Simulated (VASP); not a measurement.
# TiB2 (P6/mmm) in VASP: further runs

Runs on TiB2. Level: PBE. Tasks: single point.

Program: VASP 6.6.1. These are calculated values, not measurements. Logs are shortened: lines on timing, memory, paths and dates and some standing lists are left out, and cuts for length are marked.

### Step 1. The cell of the first run

Symmetry: P6/mmm, No. 191, hexagonal system. Conventional cell: a = 3.093 Å, b = 3.093 Å, c = 3.195 Å, α = 90.00°, β = 90.00°, γ = 120.00°. Ti (site symmetry 6/mmm) has 12 B at 2.40 Å and 8 Ti at 3.09 to 3.19 Å within 3.2 Å. Within 2.4 Å of B (site symmetry -6m2) lie 3 B at 1.79 Å and 6 Ti at 2.40 Å.

### Step 2. Single point, PBE (biaxial strain in the a-b plane: +2.0 %, then relaxed in part)

INCAR

```
SYSTEM = TiB2
PREC     = Accurate       ! precision mode
ENCUT    = 520            ! plane-wave cutoff, eV
EDIFF    = 1E-6           ! SCF threshold, eV
ISMEAR   = 0              ! smearing method
SIGMA    = 0.1            ! smearing width, eV
LREAL    = .FALSE.        ! projectors in reciprocal space
LASPH    = .TRUE.         ! aspherical terms in the spheres
NELM     = 60             ! most SCF steps
ALGO     = Normal         ! electronic algorithm
ISIF     = 2              ! what is computed and relaxed
LWAVE    = .FALSE.        ! write WAVECAR
LCHARG   = .TRUE.         ! write CHGCAR
GGA      = PE             ! functional
LELF     = .TRUE.         ! ELF
LVHAR    = .TRUE.       
NBANDS   = 16             ! bands
```

KPOINTS

```
Automatic mesh
0
G
  15 15 14
  0 0 0
```

POSCAR

```
TiB2
1.0
    3.0927873866      0.0000000000      0.0000000000
   -1.5463936933      2.6784324453      0.0000000000
    0.0000000000      0.0000000000      3.1949536886
Ti B
1 2
Direct
    0.0000000000      0.0000000000      0.0000000000
    0.3333333333      0.6666666667      0.5000000000
    0.6666666667      0.3333333333      0.5000000000
```

Potentials or basis: VASP PAW PBE potentials, release 64 (Ti_sv, B).

The run is started by

```console
$ cat potpaw_PBE.64/Ti_sv/POTCAR potpaw_PBE.64/B/POTCAR > POTCAR
$ mpirun -np 1 vasp_std > vasp.out
```

OUTCAR:

```text
SYSTEM = TiB2
   PREC = Accurate
   ENCUT = 520
   EDIFF = 1E-6
   ISMEAR = 0
   LREAL = .FALSE.
   LASPH = .TRUE.
   NELM = 60
   ISIF = 2
   GGA = PE

 ion  position               nearest neighbor table
   1  0.000  0.000  0.000-   2 2.40   3 2.40   2 2.40   3 2.40   3 2.40   3 2.40   2 2.40   2 2.40
                             3 2.40   3 2.40   2 2.40   2 2.40
   2  0.333  0.667  0.500-   3 1.79   3 1.79   3 1.79   1 2.40   1 2.40   1 2.40   1 2.40   1 2.40
                             1 2.40
   3  0.667  0.333  0.500-   2 1.79   2 1.79   2 1.79   1 2.40   1 2.40   1 2.40   1 2.40   1 2.40
                             1 2.40

  LATTYP: Found a hexagonal cell.
 ALAT       =     3.0927873866
 C/A-ratio  =     1.0330337295

  Lattice vectors:

 A1 = (   3.0927873866,   0.0000000000,   0.0000000000)
 A2 = (  -1.5463936933,   2.6784324453,   0.0000000000)
 A3 = (   0.0000000000,   0.0000000000,   3.1949536886)

Analysis of symmetry for initial positions (statically):
=====================================================================
 Subroutine PRICEL returns:
 Original cell was already a primitive cell.

 Routine SETGRP: Setting up the symmetry group for a
 hexagonal supercell.

 Subroutine GETGRP returns: Found 24 space group operations
 (whereof 24 operations were pure point group operations)
 out of a pool of 24 trial point group operations.

The static configuration has the point symmetry D_6h.

Analysis of symmetry for dynamics (positions and initial velocities):
=====================================================================
 Subroutine PRICEL returns:
 Original cell was already a primitive cell.

 Routine SETGRP: Setting up the symmetry group for a
 hexagonal supercell.

 Subroutine GETGRP returns: Found 24 space group operations
 (whereof 24 operations were pure point group operations)
 out of a pool of 24 trial point group operations.

The dynamic configuration has the point symmetry D_6h.

 Subroutine INISYM returns: Found 24 space group operations
 (whereof 24 operations are pure point group operations),
 and found     1 'primitive' translations

----------------------------------------------------------------------------------------

                                     Primitive cell

  volume of cell :      26.4664

  direct lattice vectors                    reciprocal lattice vectors
     3.092787387  0.000000000  0.000000000     0.323332928  0.186676353  0.000000000
[... 85 lines left out ...]
   LASPH  =      T    aspherical Exc in radial PAW
   ENCUT  =  520.0 eV  38.22 Ry    6.18 a.u.   5.75  5.75  5.94*2*pi/ulx,y,z
   NELM   =     60;   NELMIN=  2; NELMDL= -5     # of ELM steps
   EDIFF  = 0.1E-05   stopping-criterion for ELM
   LREAL  =      F    real-space projection
   EDIFFG = 0.1E-04   stopping-criterion for IOM
   NSW    =      0    number of steps for IOM
   IBRION =     -1    ionic relax: 0-MD 1-quasi-New 2-CG
   NFREE  =      0    steps in history (QN), initial steepest desc. (CG)
   ISIF   =      2    stress and relaxation
   ISYM   =      2    0-nonsym 1-usesym 2-fastsym
   POTIM  = 0.5000    time-step for ionic-motion
   TEBEG  =    0.0;   TEEND  =   0.0 temperature during run
   PSTRESS=    0.0 pullay stress
   NELECT =      18.0000    total number of electrons
   NUPDOWN=      -1.0000    fix difference up-down
   EMIN   =  10.00;   EMAX   =-10.00  energy-range for DOS
   EFERMI =   0.00;   METHOD = LEGACY
   ISMEAR =     0;   SIGMA  =   0.10  broadening in eV -4-tet -1-fermi 0-gaus
   EFERMI_NEDOS =   21; number of points for ismear=-14 and -15
   IALGO  =     38    algorithm
   IMIX   =      4    mixing-type and parameters
     AMIX     =   0.40;   BMIX     =  1.00
     AMIX_MAG =   1.60;   BMIX_MAG =  1.00
  volume/ion in A,a.u.               =       8.82        59.53
  Fermi-wavevector in a.u.,A,eV,Ry     =   1.439684  2.720609 28.200666  2.072690
  Thomas-Fermi vector in A             =   2.558512
   LORBIT       =      0    0 simple, 1 ext, 2 COOP (PROOUT), +10 PAW based schemes
   GGA     = PE    functional components
   LHFCALC =     F    Hartree Fock is set to
   AEXX    =    0.0000 exact exchange contribution
   IVDW    =     0    specifies the selected vdW correction
   LEPSILON=     F    determine dielectric tensor
   LRPA    =     F    only Hartree local field effects (RPA)
 non-spin polarized calculation
 Gauss-broadening in eV      SIGMA  =   0.10
  energy-cutoff  :      520.00
  volume of cell :       26.47
 maximum number of plane-waves:       731
 NGX is ok and might be reduce to    24
   NGX = 11   NGY = 11   NGZ = 11

 number of electron      17.9999998 magnetization

 Free energy of the ion-electron system (eV)
  ---------------------------------------------------
  ext. energy  EPLUGINS =         0.00000000
  ---------------------------------------------------
  free energy    TOTEN  =       -24.39045512 eV

  energy without entropy =      -24.38858723  energy(sigma->0) =      -24.38952118

 E-fermi :   9.6721     XC(G=0): -12.6268

 val. band max:        9.6691175429   @ k =   0.0667  -0.0000   0.4286
 cond. band min:       9.6842282919   @ k =   0.2000   0.2000   0.1429
 fundamental gap:      0.0151107490
 Fermi energy:         9.6721412616

 k-point     1 :       0.0000    0.0000    0.0000
  band No.  band energies     occupation
      1     -47.3239      2.00000
      2     -23.6443      2.00000
      3     -23.3992      2.00000
      4     -23.3992      2.00000
      5      -3.6278      2.00000
      6       6.9344      2.00000
[... 433 lines left out ...]
      3     -23.5851      2.00000
      4     -23.5502      2.00000
      5       0.7668      2.00000
      6       0.9767      2.00000
[... 8 lines left out ...]
     15      18.3729      0.00000
     16      19.0475      0.00000

 [... further k-points ...]
[... 5 lines left out ...]
  --------------------------------------------------------------------------------------
  -------------------------------------------------------------------------------------
  Total       -2.0156252     -2.0156252      0.0383954      0.0000000     -0.0000000     -0.0000000
  in kB     -122.0183168   -122.0183168      2.3243120      0.0000000     -0.0000000     -0.0000000
  external PRESSURE =     -80.5707739 kB  Pullay stress =       0.0000000 kB

 VOLUME and BASIS-vectors are now :
 -----------------------------------------------------------------------------
  energy-cutoff  :      520.00
  volume of cell :       26.47
      direct lattice vectors                 reciprocal lattice vectors
     3.092787387  0.000000000  0.000000000     0.323332928  0.186676353  0.000000000
    -1.546393693  2.678432445  0.000000000     0.000000000  0.373352706  0.000000000
     0.000000000  0.000000000  3.194953689     0.000000000  0.000000000  0.312993582

 POSITION                                       TOTAL-FORCE (eV/Angst)
 -----------------------------------------------------------------------------------
      0.00000      0.00000      0.00000        -0.000000      0.000000      0.000000
     -0.00000      1.78562      1.59748        -0.000000      0.000000      0.000000
      1.54639      0.89281      1.59748         0.000000     -0.000000      0.000000
 -----------------------------------------------------------------------------------
    total drift:                               -0.000000      0.000000      0.000000

  FREE ENERGIE OF THE ION-ELECTRON SYSTEM (eV)
  ---------------------------------------------------
  free  energy   TOTEN  =       -24.3904551213 eV

  energy  without entropy=      -24.3885872316  energy(sigma->0) =      -24.38952118
```

stdout:

```text
POSCAR found type information on POSCAR TiB
 POSCAR found :  2 types and       3 ions
 scaLAPACK will be used
 LDA part: xc-table for (Slater+PW92), standard interpolation
 POSCAR, INCAR and KPOINTS ok, starting setup
 FFT: planning ... GRIDC
 FFT: planning ... GRID_SOFT
 FFT: planning ... GRID
 WAVECAR not read
 entering main loop
```

Run time: 70 s. Hardware: 1 thread of Intel Xeon 8259CL, shared host; peak memory 0.21 GiB.

What came out:

* Free energy: -24.3905 eV
* Pressure: -8.1 GPa
* Band gap on the k mesh: zero (bands 9 and 10 overlap by 0.66 eV)

Levels at points of the mesh, in eV from the Fermi level:
| k point | band 5 | band 6 | band 7 | band 8 | band 9 | band 10 | band 11 | band 12 | band 13 | band 14 |
| --- | --- | --- | --- | --- | --- | --- | --- | --- | --- | --- |
| (0.00, 0.00, 0.00) | -13.30 | -2.74 | -2.74 | -1.96 | -1.96 | 1.82 | 1.82 | 3.69 | 3.69 | 5.38 |
| (0.00, 0.00, 0.50) | -11.33 | -7.45 | -0.65 | -0.65 | -0.37 | -0.37 | 0.41 | 0.41 | 1.90 | 6.06 |

Caveat: the cell differs from its parent crystal (biaxial strain in the a-b plane: +2.0 %, then relaxed in part); the cell stands under tension.

### Step 3. Single point, PBE (biaxial strain in the a-b plane: +4.0 %)

INCAR

```
SYSTEM = TiB2
PREC = Accurate ; ENCUT = 520
EDIFF = 1E-6 ; ISMEAR = 0
SIGMA = 0.1 ; LREAL = .FALSE.
LASPH = .TRUE. ; NELM = 80
ALGO = Normal ; ISIF = 2
LWAVE = .FALSE. ; LCHARG = .TRUE.
GGA = PE ; LELF = .TRUE.
LVHAR = .TRUE. ; NBANDS = 16
```

KPOINTS is that of step 2.

POSCAR

```
TiB2
1.0
    3.1534302765      0.0000000000      0.0000000000
   -1.5767151383      2.7309507285      0.0000000000
    0.0000000000      0.0000000000      3.1460247156
Ti B
1 2
Direct
    0.0000000000      0.0000000000      0.0000000000
    0.3333333333      0.6666666667      0.5000000000
    0.6666666667      0.3333333333      0.5000000000
```

Potentials or basis: VASP PAW PBE potentials, release 64 (Ti_sv, B).

The run is started by

```console
$ cat potpaw_PBE.64/Ti_sv/POTCAR potpaw_PBE.64/B/POTCAR > POTCAR
$ mpirun -np 1 vasp_std > vasp.out
```

Run time: 80 s. Hardware: 1 thread of Intel Xeon 8259CL, shared host; peak memory 0.21 GiB.

The run converged. Its results:

- Free energy: -24.2729 eV
- Pressure: -14.0 GPa
- Band gap on the k mesh: zero (bands 9 and 10 overlap by 1.08 eV)

Stress tensor (GPa, compression positive):
```
-22.49   0.00   0.00
  0.00 -22.49   0.00
  0.00   0.00   3.12
```

Levels at points of the mesh, in eV from the Fermi level:
| k point | band 5 | band 6 | band 7 | band 8 | band 9 | band 10 | band 11 | band 12 | band 13 | band 14 |
| --- | --- | --- | --- | --- | --- | --- | --- | --- | --- | --- |
| (0.00, 0.00, 0.00) | -13.08 | -2.85 | -2.85 | -1.78 | -1.50 | 1.85 | 1.85 | 3.83 | 3.83 | 5.08 |
| (0.00, 0.00, 0.50) | -11.01 | -7.27 | -0.69 | -0.69 | -0.52 | -0.52 | 0.44 | 0.44 | 2.26 | 5.64 |

Caveat: the cell differs from its parent crystal (biaxial strain in the a-b plane: +4.0 %); the cell stands under tension.

### Step 4. Single point, PBE (biaxial strain in the a-b plane: +4.0 %, then relaxed in part)

INCAR

```
PREC = Accurate ; ENCUT = 520
EDIFF = 1E-6 ; ISMEAR = 0
SIGMA = 0.1 ; LREAL = False
LASPH = True ; NELM = 80
ALGO = Normal ; ISIF = 2
LWAVE = False ; LCHARG = False
GGA = PE ; NBANDS = 16
```

KPOINTS

```
regular mesh
0
Gamma
  15 15 14
```

POSCAR: that of step 3 with these lines changed.

```diff
@@ -4,3 +4,3 @@
    -1.5767151383      2.7309507285      0.0000000000
-    0.0000000000      0.0000000000      3.1460247156
+    0.0000000000      0.0000000000      3.1687185758
 Ti B
```

The run is started by

```console
$ cat potpaw_PBE.64/Ti_sv/POTCAR potpaw_PBE.64/B/POTCAR > POTCAR
$ mpirun -np 1 vasp_std > vasp.out
```

Run time: 69 s. Hardware: 1 thread of Intel Xeon 8259CL, shared host; peak memory 0.21 GiB.

Results (log left out):

- Free energy: -24.2750 eV
- Pressure: -15.2 GPa
- Band gap on the k mesh: zero (bands 9 and 10 overlap by 0.98 eV)

Stress tensor (GPa, compression positive):
```
-22.91   0.00   0.00
  0.00 -22.91   0.00
  0.00   0.00   0.21
```

Levels at points of the mesh, in eV from the Fermi level:
| k point | band 6 | band 7 | band 8 | band 9 | band 10 | band 11 | band 12 | band 13 |
| --- | --- | --- | --- | --- | --- | --- | --- | --- |
| (0.00, 0.00, 0.00) | -2.80 | -2.80 | -1.79 | -1.59 | 1.81 | 1.81 | 3.74 | 3.74 |
| (0.00, 0.00, 0.50) | -7.26 | -0.68 | -0.68 | -0.48 | -0.48 | 0.43 | 0.43 | 2.14 |

Caveat: the cell differs from its parent crystal (biaxial strain in the a-b plane: +4.0 %, then relaxed in part); the cell stands under tension.

### Step 5. Overview

```csv
cell,gap on the mesh (eV),pressure (GPa)
"a = 3.093, b = 3.093, c = 3.195 Å, angles 90.0, 90.0, 120.0°, 3 atoms",none,-8.1
"a = 3.153, b = 3.153, c = 3.146 Å, angles 90.0, 90.0, 120.0°, 3 atoms",none,-14.0
"a = 3.153, b = 3.153, c = 3.169 Å, angles 90.0, 90.0, 120.0°, 3 atoms",none,-15.2
```

Alike in all rows: task single point; level PBE; potentials or basis VASP PAW PBE potentials, release 64 (Ti_sv, B); no spin polarisation; k mesh 15 × 15 × 14; cutoff (eV) 520; smearing gaussian 0.1 eV.

Caveats: the cell stands under tension.

Absolute energies hang on the potentials; compare differences alone.
